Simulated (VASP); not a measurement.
# Si2W3 (P4/mbm) in VASP: single point with PBE

Aim: the single point of Si2W3 with PBE.

All numbers are computed with VASP 6.6.1; they aren't measurements. Logs are shortened: lines on timing, memory, paths and dates and some standing lists are left out, and cuts for length are marked.

## 1. The cell of the first run

The structure is tetragonal, space group P4/mbm (No. 127). Conventional cell: a = 6.729 Å, b = 6.729 Å, c = 3.312 Å, α = 90.00°, β = 90.00°, γ = 90.00°. Within 3.4 Å of Si (site symmetry m2m) lie 3 Si at 2.55 to 3.31 Å and 8 W at 2.57 to 2.62 Å. Within 3.5 Å of W (site symmetry 4/m) lie 4 Si at 2.62 Å and 10 W at 3.02 to 3.31 Å. W (site symmetry m2m) has 6 Si at 2.57 to 2.58 Å and 7 W at 3.02 to 3.31 Å within 3.4 Å.

## 2. Single point, PBE (strain +0.0150 x Voigt [1, 1, 0, 0, 0, 0])

File INCAR:

```
ALGO = Fast
EDIFF = 1E-6
ENCUT = 520
GGA = PE
ISIF = 2
ISMEAR = 0
LASPH = T
LCHARG = T
LELF = T
LREAL = F
LVHAR = T
LWAVE = F
NBANDS = 61
NELM = 100
PREC = Accurate
SIGMA = 0.15
```

File KPOINTS:

```
k-points
0
Gamma
  6 6 12
```

File POSCAR:

```
Si2W3
1.0
    6.7294848112      0.0000000000      0.0000000000
    0.0000000000      6.7294848112      0.0000000000
    0.0000000000      0.0000000000      3.3123213826
Si W
4 6
Direct
    0.1342329886      0.6342329886      0.0000000000
    0.8657670114      0.3657670114      0.0000000000
    0.6342329886      0.8657670114      0.0000000000
    0.3657670114      0.1342329886      0.0000000000
    0.5000000000      0.5000000000      0.0000000000
    0.0000000000      0.0000000000      0.0000000000
    0.6595119696      0.1595119696      0.5000000000
    0.3404880304      0.8404880304      0.5000000000
    0.1595119696      0.3404880304      0.5000000000
    0.8404880304      0.6595119696      0.5000000000
```

Potentials or basis: VASP PAW PBE potentials, release 64 (Si, W_sv).

Started as:

```sh
cat potpaw_PBE.64/Si/POTCAR potpaw_PBE.64/W_sv/POTCAR > POTCAR
mpirun -np 1 vasp_std > vasp.out
```

OUTCAR:

```text
EDIFF = 1E-6
   ENCUT = 520
   GGA = PE
   ISIF = 2
   ISMEAR = 0
   LASPH = T
   LREAL = F
   NELM = 100
   PREC = Accurate

 ion  position               nearest neighbor table
   1  0.134  0.634  0.000-   2 2.55   8 2.57   8 2.57  10 2.58   9 2.58   9 2.58  10 2.58   5 2.62
                             6 2.62
   2  0.866  0.366  0.000-   1 2.55   7 2.57   7 2.57  10 2.58   9 2.58   9 2.58  10 2.58   5 2.62
                             6 2.62
   3  0.634  0.866  0.000-   4 2.55  10 2.57  10 2.57   7 2.58   7 2.58   8 2.58   8 2.58   5 2.62
                             6 2.62
   4  0.366  0.134  0.000-   3 2.55   9 2.57   9 2.57   7 2.58   7 2.58   8 2.58   8 2.58   5 2.62
                             6 2.62
   5  0.500  0.500  0.000-   1 2.62   2 2.62   3 2.62   4 2.62   7 3.02   8 3.02   9 3.02  10 3.02
                             7 3.02   8 3.02   9 3.02  10 3.02
   6  0.000  0.000  0.000-   1 2.62   2 2.62   3 2.62   4 2.62   7 3.02   8 3.02   9 3.02  10 3.02
                             7 3.02   8 3.02   9 3.02  10 3.02
   7  0.660  0.160  0.500-   2 2.57   2 2.57   4 2.58   3 2.58   3 2.58   4 2.58   6 3.02   5 3.02
                             5 3.02   6 3.02   8 3.04
   8  0.340  0.840  0.500-   1 2.57   1 2.57   4 2.58   3 2.58   3 2.58   4 2.58   6 3.02   5 3.02
                             5 3.02   6 3.02   7 3.04
   9  0.160  0.340  0.500-   4 2.57   4 2.57   1 2.58   1 2.58   2 2.58   2 2.58   6 3.02   5 3.02
                             5 3.02   6 3.02  10 3.04
  10  0.840  0.660  0.500-   3 2.57   3 2.57   1 2.58   1 2.58   2 2.58   2 2.58   6 3.02   5 3.02
                             5 3.02   6 3.02   9 3.04

  LATTYP: Found a simple tetragonal cell.
 ALAT       =     6.7294848112
 C/A-ratio  =     0.4922102472

  Lattice vectors:

 A1 = (   6.7294848112,   0.0000000000,   0.0000000000)
 A2 = (   0.0000000000,   6.7294848112,   0.0000000000)
 A3 = (   0.0000000000,   0.0000000000,   3.3123213826)

Analysis of symmetry for initial positions (statically):
=====================================================================
 Subroutine PRICEL returns:
 Original cell was already a primitive cell.

 Routine SETGRP: Setting up the symmetry group for a
 simple tetragonal supercell.

 Subroutine GETGRP returns: Found 16 space group operations
 (whereof  8 operations were pure point group operations)
 out of a pool of 16 trial point group operations.

The static configuration has the point symmetry C_4h.
 The point group associated with its full space group is D_4h.

Analysis of symmetry for dynamics (positions and initial velocities):
=====================================================================
 Subroutine PRICEL returns:
 Original cell was already a primitive cell.

 Routine SETGRP: Setting up the symmetry group for a
 simple tetragonal supercell.

[... 137 lines left out ...]
   EFERMI_NEDOS =   21; number of points for ismear=-14 and -15
   IALGO  =     68    algorithm
   IMIX   =      4    mixing-type and parameters
     AMIX     =   0.40;   BMIX     =  1.00
     AMIX_MAG =   1.60;   BMIX_MAG =  1.00
  volume/ion in A,a.u.               =      15.00       101.23
  Fermi-wavevector in a.u.,A,eV,Ry     =   1.430132  2.702558 27.827691  2.045278
  Thomas-Fermi vector in A             =   2.550010
   LORBIT       =      0    0 simple, 1 ext, 2 COOP (PROOUT), +10 PAW based schemes
   GGA     = PE    functional components
   LHFCALC =     F    Hartree Fock is set to
   AEXX    =    0.0000 exact exchange contribution
   IVDW    =     0    specifies the selected vdW correction
   LEPSILON=     F    determine dielectric tensor
   LRPA    =     F    only Hartree local field effects (RPA)
 non-spin polarized calculation
 RMM-DIIS sequential band-by-band and
 Gauss-broadening in eV      SIGMA  =   0.15
  energy-cutoff  :      520.00
  volume of cell :      150.00
 maximum number of plane-waves:      4068
   NGX = 25   NGY = 25   NGZ = 13

 number of electron     100.0000000 magnetization

 number of electron      99.9999984 magnetization

 Free energy of the ion-electron system (eV)
  ---------------------------------------------------
  ext. energy  EPLUGINS =         0.00000000
  ---------------------------------------------------
  free energy    TOTEN  =       -99.19097504 eV

  energy without entropy =      -99.12135107  energy(sigma->0) =      -99.15616305

 E-fermi :  11.2969     XC(G=0): -12.7929

 val. band max:       11.2959993240   @ k =   0.5000   0.1667   0.4167
 cond. band min:      11.2983210819   @ k =   0.3333   0.3333   0.0000
 fundamental gap:      0.0023217579
 Fermi energy:        11.2968860501

 k-point     1 :       0.0000    0.0000    0.0000
  band No.  band energies     occupation
      1     -63.0928      2.00000
      2     -63.0876      2.00000
      3     -63.0809      2.00000
      4     -63.0809      2.00000
      5     -62.8675      2.00000
      6     -62.8651      2.00000
[... 1525 lines left out ...]
     60      13.4097      0.00000
     61      13.9368      0.00000

 [... further k-points ...]

------------------------ aborting loop because EDIFF is reached ----------------------------------------

  FORCE on cell =-STRESS in cart. coord.  units (eV):
  Direction    XX          YY          ZZ          XY          YZ          ZX
  --------------------------------------------------------------------------------------
  -------------------------------------------------------------------------------------
  Total       -7.2875697     -7.2875697     -5.2982967      0.0000000      0.0000000      0.0000000
  in kB      -77.8389911    -77.8389911    -56.5914416      0.0000000      0.0000000      0.0000000
  external PRESSURE =     -70.7564746 kB  Pullay stress =       0.0000000 kB

 VOLUME and BASIS-vectors are now :
 -----------------------------------------------------------------------------
  energy-cutoff  :      520.00
  volume of cell :      150.00
      direct lattice vectors                 reciprocal lattice vectors
     6.729484811  0.000000000  0.000000000     0.148599786  0.000000000  0.000000000
     0.000000000  6.729484811  0.000000000     0.000000000  0.148599786  0.000000000
     0.000000000  0.000000000  3.312321383     0.000000000  0.000000000  0.301903072

 POSITION                                       TOTAL-FORCE (eV/Angst)
 -----------------------------------------------------------------------------------
      0.90332      4.26806      0.00000         0.020499      0.020499     -0.000000
      5.82617      2.46142      0.00000        -0.020499     -0.020499     -0.000000
      4.26806      5.82617      0.00000         0.020499     -0.020499      0.000000
      2.46142      0.90332      0.00000        -0.020499      0.020499     -0.000000
      3.36474      3.36474      0.00000        -0.000000      0.000000     -0.000000
      0.00000      0.00000      0.00000        -0.000000      0.000000     -0.000000
      4.43818      1.07343      1.65616        -0.095288     -0.095288     -0.000000
      2.29131      5.65605      1.65616         0.095288      0.095288     -0.000000
      1.07343      2.29131      1.65616        -0.095288      0.095288     -0.000000
      5.65605      4.43818      1.65616         0.095288     -0.095288      0.000000
 -----------------------------------------------------------------------------------
    total drift:                                0.000000      0.000000      0.000000

  FREE ENERGIE OF THE ION-ELECTRON SYSTEM (eV)
  ---------------------------------------------------
  free  energy   TOTEN  =       -99.1909750350 eV

  energy  without entropy=      -99.1213510721  energy(sigma->0) =      -99.15616305
```

OSZICAR:

```text
N       E                     dE             d eps       ncg     rms          rms(c)
DAV:   1     0.122968083864E+04    0.12297E+04   -0.54591E+04  8564   0.179E+03
DAV:   2    -0.156761000650E+02   -0.12454E+04   -0.12136E+04  8644   0.562E+02
DAV:   3    -0.101605769728E+03   -0.85930E+02   -0.82001E+02 10238   0.133E+02
[... 10 lines left out ...]
RMM:  14    -0.991909858180E+02    0.16594E-03   -0.80656E-04 10871   0.991E-02    0.711E-02
RMM:  15    -0.991909688517E+02    0.16966E-04   -0.29795E-04 11276   0.547E-02    0.206E-02
RMM:  16    -0.991909789996E+02   -0.10148E-04   -0.45216E-05 11332   0.287E-02    0.257E-02
RMM:  17    -0.991909738661E+02    0.51335E-05   -0.37610E-05 10611   0.227E-02    0.324E-03
RMM:  18    -0.991909751409E+02   -0.12748E-05   -0.10661E-05 10363   0.112E-02    0.145E-03
RMM:  19    -0.991909750350E+02    0.10589E-06   -0.10471E-06  6527   0.382E-03
   1 F= -.99190975E+02 E0= -.99156163E+02  d E =-.696240E-01
```

stdout:

```text
POSCAR found type information on POSCAR SiW
 POSCAR found :  2 types and      10 ions
 scaLAPACK will be used
 LDA part: xc-table for (Slater+PW92), standard interpolation
 POSCAR, INCAR and KPOINTS ok, starting setup
 FFT: planning ... GRIDC
 FFT: planning ... GRID_SOFT
 FFT: planning ... GRID
 WAVECAR not read
 entering main loop
WARNING in EDDRMM: call to ZHEGV failed, returncode =   8  4     53
```

It took 8.8 min on 1 thread of Intel Xeon Platinum 8559C (Emerald Rapids), shared host; peak memory 0.55 GiB.

What came out:

| Quantity | Value |
| --- | --- |
| Free energy | -99.1910 eV |
| Pressure | -7.1 GPa |
| Largest force | 0.135 eV/Å |
| Band gap on the k mesh | zero (bands 50 and 51 overlap by 1.55 eV) |

Forces in eV/Å, atoms in the order of the input:
```
Si   0.020  0.020  0.000
Si  -0.020 -0.020  0.000
Si   0.020 -0.020  0.000
Si  -0.020  0.020  0.000
W    0.000  0.000  0.000
W    0.000  0.000  0.000
W   -0.095 -0.095  0.000
W    0.095  0.095  0.000
W   -0.095  0.095  0.000
W    0.095 -0.095  0.000
```

Levels at points of the mesh, in eV from the Fermi level:
| k point | band 48 | band 49 | band 50 | band 51 | band 52 | band 53 |
| --- | --- | --- | --- | --- | --- | --- |
| (0.00, 0.00, 0.00) | -0.74 | -0.59 | -0.18 | -0.18 | 0.18 | 0.85 |
| (0.50, 0.00, 0.00) | -0.97 | -0.67 | -0.67 | -0.64 | -0.64 | 0.46 |
| (0.50, 0.50, 0.00) | -1.36 | -0.03 | -0.03 | -0.03 | -0.03 | 0.09 |
| (0.00, 0.00, 0.50) | -1.46 | -1.38 | -1.36 | 1.75 | 1.83 | 1.83 |
| (0.50, 0.00, 0.50) | -0.43 | 0.00 | 0.00 | 0.55 | 0.55 | 1.81 |
| (0.50, 0.50, 0.50) | -0.24 | 0.90 | 0.90 | 1.22 | 1.22 | 1.33 |

Caveat: the cell differs from its parent crystal (strain +0.0150 x Voigt [1, 1, 0, 0, 0, 0]); the cell stands under tension; spin-orbit coupling is left out, which moves the levels of the heavy elements.
